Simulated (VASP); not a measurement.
Wanted: the native input for a VASP 6.6.1 run.

```
Task                   : single point
Functional             : PBE
Potentials or basis    : VASP PAW PBE potentials, release 64 (Ta_pv, Si)
Cutoff                 : 520 eV
k mesh                 : 4 × 4 × 4
Occupations            : gaussian, width 0.1 eV
Spin                   : no spin polarisation
Dipole correction      : no
Further INCAR settings : ALGO = Normal; EDIFF = 1e-07; NBANDS = 26
```

The structure of TaSi6 lies in POSCAR:

```
TaSi6
1.0
    0.0000000000      3.8493918400      3.8493918400
    3.8493918400      0.0000000000      3.8493918400
    3.8493918400      3.8493918400      0.0000000000
Ta Si
1 6
Direct
    0.5000000000      0.5000000000      0.5000000000
    0.1616482000      0.8383518000      0.8383518000
    0.8383518000      0.1616482000      0.1616482000
    0.8383518000      0.1616482000      0.8383518000
    0.1616482000      0.8383518000      0.1616482000
    0.8383518000      0.8383518000      0.1616482000
    0.1616482000      0.1616482000      0.8383518000
```

The cell was built from a structure type or drawn by symmetry, and may not be a known phase.

The input as run:

INCAR

```
SYSTEM = TaSi6
PREC = Accurate
ENCUT = 520
EDIFF = 1E-7
ISMEAR = 0
SIGMA = 0.1
LREAL = .FALSE.
LASPH = .TRUE.
NELM = 100
ALGO = Normal
ISIF = 2
LWAVE = .FALSE.
LCHARG = .FALSE.
GGA = PE
NBANDS = 26
```

KPOINTS

```
Automatic mesh
0
G
  4 4 4
  0 0 0
```

Potentials or basis: VASP PAW PBE potentials, release 64 (Ta_pv, Si).

Run with:

```bash
$ cat potpaw_PBE.64/Ta_pv/POTCAR potpaw_PBE.64/Si/POTCAR > POTCAR
$ mpirun -np 1 vasp_std > vasp.out
```

It gave:

* Pressure: 148.6 GPa
* Largest force: 42.291 eV/Å
* Band gap on the k mesh: zero (an odd number of electrons rules out a gap without spin polarisation)

Caveat: the cell stands under pressure; spin-orbit coupling is left out, which moves the levels of the heavy elements; forces of over 1 eV/Å act on the atoms, so gaps and moduli don't describe the material at rest.

Run time: 30 s on 1 thread of Intel(R) Xeon(R) Platinum 8259CL CPU @ 2.50GHz (Skylake/Cascade Lake) (shared host), peak memory 0.24 GiB.
